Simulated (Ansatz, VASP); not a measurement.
**One calculation of HfSnSe4, two programs**

```
CELL_PARAMETERS angstrom
6.74981 0.00000 0.00000
0.00000 3.78145 0.00000
-0.16505 0.00000 7.11293
ATOMIC_POSITIONS crystal
Hf 0.50000 0.50000 0.00000
Sn 0.00000 0.00000 0.00000
Se 0.33740 0.00000 0.77603
Se 0.82267 0.50000 0.77717
Se 0.17733 0.50000 0.22283
Se 0.66260 0.00000 0.22397
```

Alike in both runs: task single point; functional PBEsol; k mesh 6 × 10 × 6; occupations gaussian, width 0.1 eV; no spin polarisation.

|  | VASP | Ansatz |
| --- | --- | --- |
| version | VASP 6.6.1 | Ansatz 0.2.0 |
| potentials or method | VASP PAW PBE potentials, release 64 (Hf_pv, Sn_d, Se), cutoff 520 eV | scalar-relativistic, plane waves, PAW |
| valence electrons in the cell | 48 | 104 |

Ansatz gave:

```
gap on the k mesh at the Fermi level (eV)                     : none
pressure (GPa)                                                : -2.4
traceless stress, the component that is largest in VASP (GPa) : 0.45
rms of the force components (eV/Å)                            : 0.128
```

Problem. Which values does VASP return?

Solution. gap on the k mesh at the Fermi level (eV): none; pressure (GPa): -2.4; traceless stress, the component that is largest in VASP (GPa): 0.46; rms of the force components (eV/Å): 0.135.

VASP's potentials were made for PBE, not for PBEsol. Atom by atom the forces differ by 0.013 eV/Å (rms over components). A gap of «none» marks a metal or a gap that the smearing closes. VASP's potentials hold 48 valence electrons a cell and Ansatz's 104, so a difference there can come from the potentials and not from the codes.

Spin-orbit coupling is off throughout.
